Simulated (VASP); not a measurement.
# TiTe2 in VASP: single point with r2SCAN

Aim: the single point of TiTe2 with r2SCAN.

Everything below comes from runs of VASP 6.6.1. Logs are shortened: lines on timing, memory, paths and dates and some standing lists are left out, and cuts for length are marked.

## (1) The cell of the first run

The typed cell holds 3 atoms: a = 4.366 Å, b = 4.366 Å, c = 4.664 Å, α = 90.00°, β = 90.00°, γ = 60.00°.

## (2) Single point, r2SCAN, non-collinear spin, zero start, spin-orbit coupling

Contents of POSCAR:

```
TiTe2
1.0
    2.1831750000      3.7813660000      0.0000000000
   -2.1831750000      3.7813660000      0.0000000000
    0.0000000000      0.0000000000      4.6641160000
Ti Te
1 2
Direct
    0.0000000000      0.0000000000      0.0000000000
    0.3333000000      0.3334000000      0.5000000000
    0.6666000000      0.6667000000      0.5000000000
```

Contents of INCAR.step1:

```
  ALGO = Normal
  EDIFF = 1E-4
  ENCUT = 520
  GGA = PE
  GGA_COMPAT = False
  ISMEAR = -1
  LASPH = True
  LCHARG = False
  LMAXMIX = 4
  LNONCOLLINEAR = True
  LREAL = False
  LSORBIT = True
  LUSENCCL = False
  LWAVE = True
  MAGMOM = 0 0 0 0 0 0 0 0 0
  NBANDS = 37
  NELM = 150
  PREC = Accurate
  SIGMA = 0.1
```

Contents of INCAR.step2:

```
  ALGO = Normal
  EDIFF = 1E-7
  ENCUT = 520
  GGA_COMPAT = False
  ISIF = 2
  ISMEAR = -1
  ISTART = 1
  LASPH = True
  LCHARG = False
  LMAXMIX = 4
  LMIXTAU = True
  LNONCOLLINEAR = True
  LORBIT = 11
  LORBMOM = True
  LREAL = False
  LSORBIT = True
  LUSENCCL = False
  LWAVE = False
  MAGMOM = 0 0 0 0 0 0 0 0 0
  METAGGA = R2SCAN
  NBANDS = 37
  NELM = 150
  PREC = Accurate
  SIGMA = 0.1
```

Contents of KPOINTS:

```
k-points
0
Gamma
  9 9 7
```

Potentials or basis: VASP PAW PBE potentials, release 64 (Ti_sv, Te).

Run with:

```console
$ cat potpaw_PBE.64/Ti_sv/POTCAR potpaw_PBE.64/Te/POTCAR > POTCAR
$ cp INCAR.step1 INCAR
$ mpirun -np 1 vasp_ncl > vasp.out
$ cp INCAR.step2 INCAR
$ mpirun -np 1 vasp_ncl > vasp.out
```

OUTCAR:

```text
EDIFF = 1E-7
   ENCUT = 520
   ISIF = 2
   ISMEAR = -1
   ISTART = 1
   LASPH = True
   LNONCOLLINEAR = True
   LORBIT = 11
   LREAL = False
   LSORBIT = True
   METAGGA = R2SCAN
   NELM = 150
   PREC = Accurate

 ion  position               nearest neighbor table
   1  0.000  0.000  0.000-
   2  0.333  0.333  0.500-   3 2.52   3 2.52   3 2.52
   3  0.667  0.667  0.500-   2 2.52   2 2.52   2 2.52

  LATTYP: Found a hexagonal cell.
 ALAT       =     4.3663465170
 C/A-ratio  =     1.0681964846

  Lattice vectors:

 A1 = (   2.1831750000,  -3.7813660000,   0.0000000000)
 A2 = (   2.1831750000,   3.7813660000,   0.0000000000)
 A3 = (   0.0000000000,   0.0000000000,   4.6641160000)

Analysis of symmetry for initial positions (statically):
=====================================================================
 Subroutine PRICEL returns:
 Original cell was already a primitive cell.

 Routine SETGRP: Setting up the symmetry group for a
 hexagonal supercell.

 Subroutine GETGRP returns: Found  4 space group operations
 (whereof  4 operations were pure point group operations)
 out of a pool of 24 trial point group operations.

The static configuration has the point symmetry C_2v.

Analysis of symmetry for dynamics (positions and initial velocities):
=====================================================================
 Subroutine PRICEL returns:
 Original cell was already a primitive cell.

 Routine SETGRP: Setting up the symmetry group for a
 hexagonal supercell.

 Subroutine GETGRP returns: Found  4 space group operations
 (whereof  4 operations were pure point group operations)
 out of a pool of 24 trial point group operations.

The dynamic configuration has the point symmetry C_2v.

Analysis of structural, dynamic, and magnetic symmetry:
=====================================================================
 Subroutine PRICEL returns:
 Original cell was already a primitive cell.

 Routine SETGRP: Setting up the symmetry group for a
 hexagonal supercell.

 Subroutine GETGRP returns: Found  4 space group operations
 (whereof  4 operations were pure point group operations)
 out of a pool of 24 trial point group operations.

The overall configuration has the point symmetry C_2v.

 Subroutine INISYM returns: Found  4 space group operations
 (whereof  4 operations are pure point group operations),
 and found     1 'primitive' translations

----------------------------------------------------------------------------------------

[... 1113 lines left out ...]
     -0.00022      2.52104      2.33206        -0.000353     -0.004864      0.000000
     -0.00022      5.04170      2.33206        -0.000353      0.004864      0.000000
 -----------------------------------------------------------------------------------
    total drift:                                0.000001      0.000000     -0.000000

  FREE ENERGIE OF THE ION-ELECTRON SYSTEM (eV)
  ---------------------------------------------------
  free  energy   TOTEN  =       -57.7089452248 eV

  energy  without entropy=      -57.4723846689  energy(sigma->0) =      -57.59066495

 orbital moment (x)

 # of ion     p       d       tot
 ----------------------------------------
  1         0.000   0.000   0.000
  2         0.000   0.000   0.000
  3         0.000   0.000   0.000
 ----------------------------------------
            0.000   0.000   0.000

 orbital moment (y)

 # of ion     p       d       tot
 ----------------------------------------
  1         0.000   0.000   0.000
  2         0.000   0.000   0.000
  3         0.000   0.000   0.000
 ----------------------------------------
            0.000   0.000   0.000

 orbital moment (z)

 # of ion     p       d       tot
 ----------------------------------------
  1         0.000   0.000   0.000
  2        -0.000   0.000   0.000
  3         0.000  -0.000  -0.000
 ----------------------------------------
           -0.000   0.000  -0.000

 Spin-Orbit-Coupling matrix elements

 Ion:    1  E_soc:     -0.0117603
 l=   1
     0.0000000    -0.0017209    -0.0016885
    -0.0017209     0.0000000    -0.0017209
    -0.0016885    -0.0017209     0.0000000
 l=   2
     0.0000000    -0.0000260     0.0000000    -0.0000261    -0.0002468
    -0.0000260     0.0000000    -0.0001774    -0.0000440    -0.0000261
     0.0000000    -0.0001774     0.0000000    -0.0001774     0.0000000
    -0.0000261    -0.0000440    -0.0001774     0.0000000    -0.0000261
    -0.0002468    -0.0000261     0.0000000    -0.0000261     0.0000000
 l=   3
     0.0000000     0.0000000     0.0000000     0.0000000     0.0000000     0.0000000     0.0000000
     0.0000000     0.0000000     0.0000000     0.0000000     0.0000000     0.0000000     0.0000000
     0.0000000     0.0000000     0.0000000     0.0000000     0.0000000     0.0000000     0.0000000
     0.0000000     0.0000000     0.0000000     0.0000000     0.0000000     0.0000000     0.0000000
[... 29 lines left out ...]
 l=   2
     0.0000000    -0.0000812     0.0000000    -0.0000813    -0.0005655
    -0.0000812     0.0000000    -0.0001974    -0.0000622    -0.0000812
     0.0000000    -0.0001974     0.0000000    -0.0001973     0.0000000
    -0.0000813    -0.0000622    -0.0001973     0.0000000    -0.0000812
    -0.0005655    -0.0000812     0.0000000    -0.0000812     0.0000000
 l=   3
     0.0000000     0.0000000     0.0000000     0.0000000     0.0000000     0.0000000     0.0000000
     0.0000000     0.0000000     0.0000000     0.0000000     0.0000000     0.0000000     0.0000000
     0.0000000     0.0000000     0.0000000     0.0000000     0.0000000     0.0000000     0.0000000
     0.0000000     0.0000000     0.0000000     0.0000000     0.0000000     0.0000000     0.0000000
     0.0000000     0.0000000     0.0000000     0.0000000     0.0000000     0.0000000     0.0000000
     0.0000000     0.0000000     0.0000000     0.0000000     0.0000000     0.0000000     0.0000000
     0.0000000     0.0000000     0.0000000     0.0000000     0.0000000     0.0000000     0.0000000

 total charge

# of ion       s       p       d       tot
------------------------------------------
    1        2.138   5.977   1.915  10.030
    2        1.459   1.994   0.187   3.639
    3        1.459   1.994   0.187   3.639
--------------------------------------------------
tot          5.055   9.965   2.288  17.309

 magnetization (x)

# of ion       s       p       d       tot
------------------------------------------
    1        0.000   0.000   0.000   0.000
    2        0.000   0.000   0.000   0.000
    3        0.000   0.000   0.000   0.000
--------------------------------------------------
tot          0.000   0.000   0.000   0.000

 magnetization (y)

# of ion       s       p       d       tot
------------------------------------------
    1        0.000   0.000   0.000   0.000
    2        0.000   0.000   0.000   0.000
    3        0.000   0.000   0.000   0.000
--------------------------------------------------
tot          0.000   0.000   0.000   0.000

 magnetization (z)

# of ion       s       p       d       tot
------------------------------------------
    1        0.000   0.000   0.000   0.000
    2       -0.000  -0.000  -0.000  -0.000
    3        0.000   0.000   0.000   0.000
--------------------------------------------------
tot          0.000   0.000   0.000   0.000
```

OUTCAR.step1:

```text
EDIFF = 1E-4
   ENCUT = 520
   GGA = PE
   ISMEAR = -1
   LASPH = True
   LNONCOLLINEAR = True
   LREAL = False
   LSORBIT = True
[... 1248 lines left out ...]
     0.0000000     0.0000000     0.0000000     0.0000000     0.0000000     0.0000000     0.0000000
     0.0000000     0.0000000     0.0000000     0.0000000     0.0000000     0.0000000     0.0000000
     0.0000000     0.0000000     0.0000000     0.0000000     0.0000000     0.0000000     0.0000000
     0.0000000     0.0000000     0.0000000     0.0000000     0.0000000     0.0000000     0.0000000
     0.0000000     0.0000000     0.0000000     0.0000000     0.0000000     0.0000000     0.0000000

=======================================================================

 ========================================================
```

OSZICAR.step1:

```text
N       E                     dE             d eps       ncg     rms          rms(c)
DAV:   1     0.227889273894E+03    0.22789E+03   -0.10242E+04 13376   0.123E+03
DAV:   2     0.166024214670E+02   -0.21129E+03   -0.20255E+03 14036   0.342E+02
DAV:   3    -0.817378822689E+01   -0.24776E+02   -0.23258E+02 20401   0.105E+02
DAV:   4    -0.103417698110E+02   -0.21680E+01   -0.20510E+01 20655   0.250E+01
DAV:   5    -0.104457501168E+02   -0.10398E+00   -0.10358E+00 18934   0.452E+00    0.307E+01
DAV:   6    -0.146303621427E+02   -0.41846E+01   -0.25485E+01 18123   0.332E+01    0.216E+01
DAV:   7    -0.919477178364E+01    0.54356E+01   -0.37585E+01 17209   0.419E+01    0.111E+01
DAV:   8    -0.845092245051E+01    0.74385E+00   -0.22242E+00 15571   0.955E+00    0.863E+00
DAV:   9    -0.844534710923E+01    0.55753E-02   -0.20221E-01 18404   0.259E+00    0.404E+00
DAV:  10    -0.843914733146E+01    0.61998E-02   -0.19406E-02 16713   0.105E+00    0.301E+00
DAV:  11    -0.844003804020E+01   -0.89071E-03   -0.20940E-03 17983   0.247E-01    0.233E+00
DAV:  12    -0.843890460720E+01    0.11334E-02   -0.18961E-03 17153   0.393E-01    0.433E-01
DAV:  13    -0.843903887837E+01   -0.13427E-03   -0.18266E-04 13226   0.962E-02    0.362E-01
DAV:  14    -0.843892680834E+01    0.11207E-03   -0.54710E-05  9557   0.771E-02    0.245E-01
DAV:  15    -0.843879887420E+01    0.12793E-03   -0.23810E-04 14043   0.126E-01    0.608E-02
DAV:  16    -0.843879703951E+01    0.18347E-05   -0.20127E-05  7659   0.391E-02
   1 F= -.84387970E+01 E0= -.83189044E+01  d E =-.239785E+00  mag=    -0.0000    -0.0000    -0.0000
```

Wall time 31 min (1 × NVIDIA H100 80GB with 1 thread of AMD EPYC 7R13 (Zen 3), shared host); peak memory 1.9 GiB.

What came out:

```
Free energy                                           : -57.7089 eV
Pressure                                              : 23.1 GPa
Largest force                                         : 0.005 eV/Å
Net moment                                            : 0.00 μB per cell
Valence electrons inside the program's atomic spheres : Ti 10.03; Te 3.64
```

Forces on the atoms (eV/Å):
```
Ti   0.001  0.000  0.000
Te   0.000 -0.005  0.000
Te   0.000  0.005  0.000
```

Moments on the atoms (μB; x, y, z):
```
Ti  0.00 0.00 0.00
Te  0.00 0.00 0.00
Te  0.00 0.00 0.00
```

Caveat: the stress differs along the axes, from -11 to 40 GPa; the PAW data sets were made with another functional, which shifts forces and pressure a little.
